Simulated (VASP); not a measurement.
A run of VASP 6.6.1 is set up as follows.

Contents of INCAR:

```
ALGO = Normal
EDIFF = 1E-6
ENCUT = 520
GGA = PS
ISIF = 2
ISMEAR = 0
ISPIN = 2
LASPH = T
LCHARG = F
LDAU = T
LDAUJ = 0 0 0
LDAUL = 2 -1 -1
LDAUPRINT = 1
LDAUTYPE = 2
LDAUU = 2 0 0
LMAXMIX = 4
LORBIT = 11
LREAL = Auto
LWAVE = F
MAGMOM = 4 0 0 0 0 0 0 0 0 0 0 0 0 0 0 0
NBANDS = 84
NELM = 150
PREC = Accurate
SIGMA = 0.05
```

The input KPOINTS:

```
k-points
0
Gamma
  3 3 3
```

POSCAR

```
Ca7MoO8
1.0
    0.0000000000      4.8150000000      4.8150000000
    4.8150000000      0.0000000000      4.8150000000
    4.8150000000      4.8150000000      0.0000000000
Mo Ca O
1 7 8
Direct
    0.0000000000      0.0000000000      0.0000000000
    0.0000000000      0.0000000000      0.5000000000
    0.0000000000      0.5000000000      0.0000000000
    0.0000000000      0.5000000000      0.5000000000
    0.5000000000      0.0000000000      0.0000000000
    0.5000000000      0.0000000000      0.5000000000
    0.5000000000      0.5000000000      0.0000000000
    0.5000000000      0.5000000000      0.5000000000
    0.2500000000      0.2500000000      0.2500000000
    0.2420323557      0.2420323557      0.7579676443
    0.2420323557      0.7579676443      0.2420323557
    0.2420323557      0.7579676443      0.7579676443
    0.7579676443      0.2420323557      0.2420323557
    0.7579676443      0.2420323557      0.7579676443
    0.7579676443      0.7579676443      0.2420323557
    0.7500000000      0.7500000000      0.7500000000
```

Potentials or basis: VASP PAW PBE potentials, release 64 (Mo_sv, Ca_sv, O).

Command:

```sh
$ cat potpaw_PBE.64/Mo_sv/POTCAR potpaw_PBE.64/Ca_sv/POTCAR potpaw_PBE.64/O/POTCAR > POTCAR
$ mpirun -np 1 vasp_std > vasp.out
```

Q: Estimate the largest force.

A: 0.015 eV/Å.

Q: What does it give for the pressure?

A: -7.8 GPa.

Q: Estimate the site moments.

A: Mo +1.92; Ca -0.02, -0.04 (each value once); O +0.00, +0.03 (each value once) μB.

Q: Estimate the band gap on the k mesh.

A: Zero (filled and empty bands overlap).

Eigenvalues of the final occupation matrices:
| site | spin | trace | eigenvalues |
| --- | --- | --- | --- |
| site 1 d | 1 | 2.83 | 0.20 0.20 0.81 0.81 0.81 |
| site 1 d | 2 | 0.93 | 0.16 0.16 0.20 0.20 0.20 |

Caveat: the k points lie up to 0.38 Å⁻¹ apart, too coarse for converged energies and pressures of a metal; the PAW data sets were made with another functional, which shifts forces and pressure a little.
